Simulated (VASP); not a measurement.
# KBr (Pm-3m) in VASP: notebook

Aim: see how the results for KBr move with the level of theory and the settings. Levels: r2SCAN, HSE06. Tasks: single point.

Everything below comes from runs of VASP 6.6.1. Logs are shortened: lines on timing, memory, paths and dates and some standing lists are left out, and cuts for length are marked.

## 1. The cell of the first run

It takes space group Pm-3m (No. 221, cubic). The conventional cell has a = 3.976 Å, b = 3.976 Å, c = 3.976 Å, α = 90.00°, β = 90.00°, γ = 90.00°. Within 4.5 Å of K (site symmetry m-3m) lie 8 Br at 3.44 Å and 6 K at 3.98 Å. Br (site symmetry m-3m) has 8 K at 3.44 Å and 6 Br at 3.98 Å within 4.5 Å.

## 2. Single point, r2SCAN

Contents of POSCAR:

```
KBr
1.0
    3.9762553130      0.0000000000      0.0000000000
    0.0000000000      3.9762553130      0.0000000000
    0.0000000000      0.0000000000      3.9762553130
K Br
1 1
Direct
    0.0000000000      0.0000000000      0.0000000000
    0.5000000000      0.5000000000      0.5000000000
```

Contents of INCAR.step1:

```
PREC = Accurate
ENCUT = 520
ISMEAR = 0
SIGMA = 0.01
LREAL = False
LASPH = True
NELM = 100
NBANDS = 15
GGA = PE
ALGO = Normal
EDIFF = 1E-4
LWAVE = True
LCHARG = False
```

Contents of INCAR.step2:

```
PREC = Accurate
ENCUT = 520
EDIFF = 1E-6
ISMEAR = 0
SIGMA = 0.01
LREAL = False
LASPH = True
NELM = 100
ALGO = Normal
ISIF = 2
LWAVE = False
LCHARG = False
METAGGA = R2SCAN
LMIXTAU = True
NBANDS = 15
ISTART = 1
```

Contents of KPOINTS:

```
Automatic mesh
0
Gamma
  6 6 6
```

Potentials or basis: VASP PAW PBE potentials, release 64 (K_sv, Br).

Run with:

```console
$ cat potpaw_PBE.64/K_sv/POTCAR potpaw_PBE.64/Br/POTCAR > POTCAR
$ cp INCAR.step1 INCAR
$ mpirun -np 1 vasp_std > vasp.out
$ cp INCAR.step2 INCAR
$ mpirun -np 1 vasp_std > vasp.out
```

OUTCAR:

```text
PREC = Accurate
   ENCUT = 520
   EDIFF = 1E-6
   ISMEAR = 0
   LREAL = False
   LASPH = True
   NELM = 100
   ISIF = 2
   METAGGA = R2SCAN
   ISTART = 1

 ion  position               nearest neighbor table
   1  0.000  0.000  0.000-
   2  0.500  0.500  0.500-

  LATTYP: Found a simple cubic cell.
 ALAT       =     3.9762553130

  Lattice vectors:

 A1 = (   3.9762553130,   0.0000000000,   0.0000000000)
 A2 = (   0.0000000000,   3.9762553130,   0.0000000000)
 A3 = (   0.0000000000,   0.0000000000,   3.9762553130)

Analysis of symmetry for initial positions (statically):
=====================================================================
 Subroutine PRICEL returns:
 Original cell was already a primitive cell.

 Routine SETGRP: Setting up the symmetry group for a
 simple cubic supercell.

 Subroutine GETGRP returns: Found 48 space group operations
 (whereof 48 operations were pure point group operations)
 out of a pool of 48 trial point group operations.

The static configuration has the point symmetry O_h .

Analysis of symmetry for dynamics (positions and initial velocities):
=====================================================================
 Subroutine PRICEL returns:
 Original cell was already a primitive cell.

 Routine SETGRP: Setting up the symmetry group for a
 simple cubic supercell.

 Subroutine GETGRP returns: Found 48 space group operations
 (whereof 48 operations were pure point group operations)
 out of a pool of 48 trial point group operations.

The dynamic configuration has the point symmetry O_h .

 Subroutine INISYM returns: Found 48 space group operations
 (whereof 48 operations are pure point group operations),
 and found     1 'primitive' translations

----------------------------------------------------------------------------------------

                                     Primitive cell

  volume of cell :      62.8670

  direct lattice vectors                    reciprocal lattice vectors
     3.976255313  0.000000000  0.000000000     0.251492905  0.000000000  0.000000000
     0.000000000  3.976255313  0.000000000     0.000000000  0.251492905  0.000000000
     0.000000000  0.000000000  3.976255313     0.000000000  0.000000000  0.251492905

  length of vectors
     3.976255313  3.976255313  3.976255313     0.251492905  0.251492905  0.251492905

  position of ions in fractional coordinates (direct lattice)
     0.000000000  0.000000000  0.000000000
     0.500000000  0.500000000  0.500000000

  ion indices of the primitive-cell ions
   primitive index   ion index
                 1           1
                 2           2

----------------------------------------------------------------------------------------

 KPOINTS: Automatic mesh

Automatic generation of k-mesh.
 Grid dimensions read from file:
 generate k-points for:    6    6    6

 Generating k-lattice:

  Cartesian coordinates                     Fractional coordinates (reciprocal lattice)
     0.041915484  0.000000000  0.000000000     0.166666667  0.000000000  0.000000000
     0.000000000  0.041915484  0.000000000     0.000000000  0.166666667  0.000000000
     0.000000000  0.000000000  0.041915484     0.000000000  0.000000000  0.166666667

  Length of vectors
     0.041915484  0.041915484  0.041915484

  Shift w.r.t. Gamma in fractional coordinates (k-lattice)
     0.000000000  0.000000000  0.000000000

 Subroutine IBZKPT returns following result:
 ===========================================

 Found     20 irreducible k-points:

 Following reciprocal coordinates:
            Coordinates               Weight
  0.000000  0.000000  0.000000      1.000000
  0.166667  0.000000  0.000000      6.000000
  0.333333  0.000000  0.000000      6.000000
  0.500000  0.000000  0.000000      3.000000
  0.166667  0.166667  0.000000     12.000000
  0.333333  0.166667  0.000000     24.000000
[... 12 lines left out ...]
  0.500000  0.500000  0.333333      6.000000
  0.500000  0.500000  0.500000      1.000000
   k-points           NKPTS =     20   k-points in BZ     NKDIM =     20   number of bands    NBANDS=     15
   number of dos      NEDOS =    301   number of ions     NIONS =      2
   total plane-waves  NPLWV =  27000
   dimension x,y,z NGX =    30 NGY =   30 NGZ =   30
   dimension x,y,z NGXF=    60 NGYF=   60 NGZF=   60
   ions per type =               1   1
   NGX,Y,Z   is equivalent  to a cutoff of  12.54, 12.54, 12.54 a.u.
   NGXF,Y,Z  is equivalent  to a cutoff of  25.09, 25.09, 25.09 a.u.
 SYSTEM =  unknown system
   PREC   = accura    normal or accurate (medium, high low for compatibility)
   ISTART =      1    job   : 0-new  1-cont  2-samecut
   ICHARG =      0    charge: 1-file 2-atom 10-const
   ISPIN  =      1    spin polarized calculation?
   LNONCOLLINEAR =      F non collinear calculations
   LSORBIT =      F    spin-orbit coupling
   LASPH  =      T    aspherical Exc in radial PAW
   ENCUT  =  520.0 eV  38.22 Ry    6.18 a.u.   7.39  7.39  7.39*2*pi/ulx,y,z
   NELM   =    100;   NELMIN=  2; NELMDL=  0     # of ELM steps
   EDIFF  = 0.1E-05   stopping-criterion for ELM
   LREAL  =      F    real-space projection
   EDIFFG = 0.1E-04   stopping-criterion for IOM
   NSW    =      0    number of steps for IOM
   IBRION =     -1    ionic relax: 0-MD 1-quasi-New 2-CG
   NFREE  =      0    steps in history (QN), initial steepest desc. (CG)
   ISIF   =      2    stress and relaxation
   ISYM   =      2    0-nonsym 1-usesym 2-fastsym
   POTIM  = 0.5000    time-step for ionic-motion
   TEBEG  =    0.0;   TEEND  =   0.0 temperature during run
   PSTRESS=    0.0 pullay stress
   NELECT =      16.0000    total number of electrons
   NUPDOWN=      -1.0000    fix difference up-down
   EMIN   =  10.00;   EMAX   =-10.00  energy-range for DOS
   EFERMI =   0.00;   METHOD = LEGACY
   ISMEAR =     0;   SIGMA  =   0.01  broadening in eV -4-tet -1-fermi 0-gaus
   EFERMI_NEDOS =   21; number of points for ismear=-14 and -15
   IALGO  =     38    algorithm
   IMIX   =      4    mixing-type and parameters
     AMIX     =   0.40;   BMIX     =  1.00
     AMIX_MAG =   1.60;   BMIX_MAG =  1.00
  volume/ion in A,a.u.               =      31.43       212.12
  Fermi-wavevector in a.u.,A,eV,Ry     =   1.037466  1.960527 14.644438  1.076336
  Thomas-Fermi vector in A             =   2.171905
   LORBIT       =      0    0 simple, 1 ext, 2 COOP (PROOUT), +10 PAW based schemes
   METAGGA = R2SCAN    functional components
   LHFCALC =     F    Hartree Fock is set to
   AEXX    =    0.0000 exact exchange contribution
   IVDW    =     0    specifies the selected vdW correction
   LEPSILON=     F    determine dielectric tensor
   LRPA    =     F    only Hartree local field effects (RPA)
 non-spin polarized calculation
 Gauss-broadening in eV      SIGMA  =   0.01
  energy-cutoff  :      520.00
  volume of cell :       62.87
 maximum number of plane-waves:      1743
 NGX is ok and might be reduce to    30
   NGX = 15   NGY = 15   NGZ = 15

 number of electron      15.9999996 magnetization

 Free energy of the ion-electron system (eV)
  ---------------------------------------------------
  ext. energy  EPLUGINS =         0.00000000
  ---------------------------------------------------
  free energy    TOTEN  =       -23.14366736 eV

  energy without entropy =      -23.14366736  energy(sigma->0) =      -23.14366736

 E-fermi :  -0.7360     XC(G=0):  -8.4211

 val. band max:       -0.8909979993   @ k =   0.5000   0.5000   0.0000
 cond. band min:       3.8800791747   @ k =   0.0000   0.0000   0.0000
 fundamental gap:      4.7710771740
 Fermi energy:        -0.7360328090

 k-point     1 :       0.0000    0.0000    0.0000
  band No.  band energies     occupation
      1     -30.6368      2.00000
      2     -14.2187      2.00000
      3     -13.2884      2.00000
      4     -13.2884      2.00000
      5     -13.2884      2.00000
      6      -1.1708      2.00000
      7      -1.1708      2.00000
      8      -1.1708      2.00000
      9       3.8801      0.00000
     10       5.4592      0.00000
     11       5.4592      0.00000
     12       9.6640      0.00000
     13       9.6640      0.00000
     14       9.6640      0.00000
     15      12.3704      0.00000

 k-point     2 :       0.1667    0.0000    0.0000
  band No.  band energies     occupation
      1     -30.6337      2.00000
      2     -14.2620      2.00000
      3     -13.2826      2.00000
      4     -13.2826      2.00000
      5     -13.2362      2.00000
      6      -1.7411      2.00000
      7      -1.1645      2.00000
      8      -1.1645      2.00000
      9       4.5134      0.00000
     10       5.6852      0.00000
     11       6.0895      0.00000
     12       9.5832      0.00000
     13       9.5832      0.00000
     14       9.7917      0.00000
     15      11.3509      0.00000

 k-point     3 :       0.3333    0.0000    0.0000
  band No.  band energies     occupation
      1     -30.6276      2.00000
      2     -14.3452      2.00000
      3     -13.2711      2.00000
      4     -13.2711      2.00000
      5     -13.1309      2.00000
      6      -2.6170      2.00000
      7      -1.1527      2.00000
      8      -1.1527      2.00000
      9       5.7082      0.00000
     10       6.3145      0.00000
     11       7.3482      0.00000
     12       9.5755      0.00000
     13       9.5755      0.00000
     14       9.6735      0.00000
     15      10.0884      0.00000
[... 271 lines left out ...]
 k-point    19 :       0.5000    0.5000    0.3333
  band No.  band energies     occupation
      1     -30.6052      2.00000
      2     -13.8139      2.00000
      3     -13.4214      2.00000
      4     -13.4214      2.00000
      5     -13.3714      2.00000
      6      -2.4361      2.00000
      7      -2.4361      2.00000
      8      -2.1239      2.00000
      9       6.4683      0.00000
     10       7.3805      0.00000
     11       7.3805      0.00000
     12       8.7922      0.00000
     13       9.7677      0.00000
     14       9.7677      0.00000
     15      11.2009      0.00000

 k-point    20 :       0.5000    0.5000    0.5000
  band No.  band energies     occupation
      1     -30.6025      2.00000
      2     -13.7750      2.00000
      3     -13.4115      2.00000
      4     -13.4115      2.00000
      5     -13.4115      2.00000
      6      -2.4511      2.00000
      7      -2.4511      2.00000
      8      -2.4511      2.00000
      9       7.2550      0.00000
     10       7.2550      0.00000
     11       7.2550      0.00000
     12       9.5234      0.00000
     13       9.5234      0.00000
     14       9.5234      0.00000
     15      11.2189      0.00000

------------------------ aborting loop because EDIFF is reached ----------------------------------------

  FORCE on cell =-STRESS in cart. coord.  units (eV):
  Direction    XX          YY          ZZ          XY          YZ          ZX
  --------------------------------------------------------------------------------------
  -------------------------------------------------------------------------------------
  Total       -0.0053686     -0.0053686     -0.0053686      0.0000000      0.0000000     -0.0000000
  in kB       -0.1368206     -0.1368206     -0.1368206      0.0000000      0.0000000     -0.0000000
  external PRESSURE =      -0.1368206 kB  Pullay stress =       0.0000000 kB

 VOLUME and BASIS-vectors are now :
 -----------------------------------------------------------------------------
  energy-cutoff  :      520.00
  volume of cell :       62.87
      direct lattice vectors                 reciprocal lattice vectors
     3.976255313  0.000000000  0.000000000     0.251492905  0.000000000  0.000000000
     0.000000000  3.976255313  0.000000000     0.000000000  0.251492905  0.000000000
     0.000000000  0.000000000  3.976255313     0.000000000  0.000000000  0.251492905

 POSITION                                       TOTAL-FORCE (eV/Angst)
 -----------------------------------------------------------------------------------
      0.00000      0.00000      0.00000         0.000000      0.000000      0.000000
      1.98813      1.98813      1.98813         0.000000      0.000000      0.000000
 -----------------------------------------------------------------------------------
    total drift:                                0.000000      0.000000     -0.000000

  FREE ENERGIE OF THE ION-ELECTRON SYSTEM (eV)
  ---------------------------------------------------
  free  energy   TOTEN  =       -23.1436673627 eV

  energy  without entropy=      -23.1436673627  energy(sigma->0) =      -23.14366736
```

It took 43 s on 1 thread of Intel Xeon Platinum 8488C (Sapphire Rapids), shared host; peak memory 0.17 GiB.

Results:

| Quantity | Value |
| --- | --- |
| Free energy | -23.1437 eV |
| Pressure | 0.0 GPa |
| Band gap on the k mesh | 4.77 eV, indirect (least direct gap 5.05 eV) |

Caveat: the PAW data sets were made with another functional, which shifts forces and pressure a little.

## 3. Single point, HSE06

POSCAR is that of step 2.

Contents of INCAR.step1:

```
SYSTEM = KBr
PREC = Accurate
ENCUT = 520
EDIFF = 1E-5
ISMEAR = 0
SIGMA = 0.01
LREAL = .False.
LASPH = .True.
NELM = 60
ALGO = Normal
ISIF = 2
LWAVE = .True.
LCHARG = .False.
GGA = PE
NBANDS = 15
```

Contents of INCAR.step2:

```
SYSTEM = KBr
PREC = Accurate
ENCUT = 520
EDIFF = 1E-6
ISMEAR = 0
SIGMA = 0.01
LREAL = .False.
LASPH = .True.
NELM = 60
ALGO = Normal
ISIF = 2
LWAVE = .False.
LCHARG = .False.
GGA = PE
LHFCALC = .True.
HFSCREEN = 0.2079
PRECFOCK = Normal
ISTART = 1
NBANDS = 15
```

Contents of KPOINTS:

```
Automatic mesh
0
Gamma
  4 4 4
  0 0 0
```

Potentials or basis: VASP PAW PBE potentials, release 64 (K_sv, Br).

Run with:

```console
$ cat potpaw_PBE.64/K_sv/POTCAR potpaw_PBE.64/Br/POTCAR > POTCAR
$ cp INCAR.step1 INCAR
$ mpirun -np 1 vasp_std > vasp.out
$ cp INCAR.step2 INCAR
$ mpirun -np 1 vasp_std > vasp.out
```

Run time: 3.9 min. Hardware: 1 thread of Intel Xeon Platinum 8488C (Sapphire Rapids), shared host; peak memory 0.27 GiB.

Results (log left out):

| Property | Result |
| --- | --- |
| Free energy | -7.0231 eV |
| Pressure | 0.5 GPa |
| Band gap on the k mesh | 5.19 eV, indirect (least direct gap 5.49 eV) |

Levels at points of the mesh, in eV from the valence-band top:
| k point | band 5 | band 6 | band 7 | band 8 | band 9 | band 10 | band 11 | band 12 |
| --- | --- | --- | --- | --- | --- | --- | --- | --- |
| (0.00, 0.00, 0.00) | -12.91 | -0.30 | -0.30 | -0.30 | 5.19 | 7.04 | 7.04 | 11.44 |
| (0.50, 0.00, 0.00) | -12.70 | -2.22 | -0.27 | -0.27 | 7.89 | 8.61 | 9.30 | 10.14 |
| (0.50, 0.50, 0.00) | -12.87 | -1.60 | -1.60 | 0.00 | 6.42 | 7.87 | 9.54 | 9.54 |
| (0.50, 0.50, 0.50) | -13.04 | -1.65 | -1.65 | -1.65 | 8.71 | 8.71 | 8.71 | 11.24 |

Caveat: the PAW data sets were made with another functional, which shifts forces and pressure a little. A k mesh can miss the band edges.
